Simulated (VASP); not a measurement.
A run of VASP 6.6.1:

Contents of INCAR:

```
SYSTEM = Ru
ALGO     = Normal         ! electronic algorithm
EDIFF    = 1E-7           ! SCF threshold, eV
ENCUT    = 520            ! plane-wave cutoff, eV
ISIF     = 2              ! what is computed and relaxed
ISMEAR   = -1             ! smearing method
LASPH    = .TRUE.         ! aspherical terms in the spheres
LCHARG   = .FALSE.        ! write CHGCAR
LREAL    = .FALSE.        ! projectors in reciprocal space
LWAVE    = .FALSE.        ! write WAVECAR
NBANDS   = 13             ! bands
NELM     = 100            ! most SCF steps
PREC     = Accurate       ! precision mode
SIGMA    = 0.1            ! smearing width, eV
```

File KPOINTS:

```
k-points
0
G
  17 17 17
  0 0 0
```

File POSCAR:

```
Ru
1.0
   -1.5003556195      1.5003556195      1.5003556195
    1.5003556195     -1.5003556195      1.5003556195
    1.5003556195      1.5003556195     -1.5003556195
Ru
1
Direct
    0.0000000000      0.0000000000      0.0000000000
```

Potentials or basis: VASP PAW LDA potentials, release 64 (Ru_pv).

Launch:

```sh
$ cat potpaw_LDA.64/Ru_pv/POTCAR > POTCAR
$ mpirun -np 1 vasp_std > vasp.out
```

Hardware: 1 thread of Intel Xeon 8259CL (shared host).

Estimate the wall time of this run.

Run time: 33 s on 1 thread of Intel Xeon 8259CL (shared host), peak memory 0.14 GiB. Counts: scf iterations 12, k points 165.
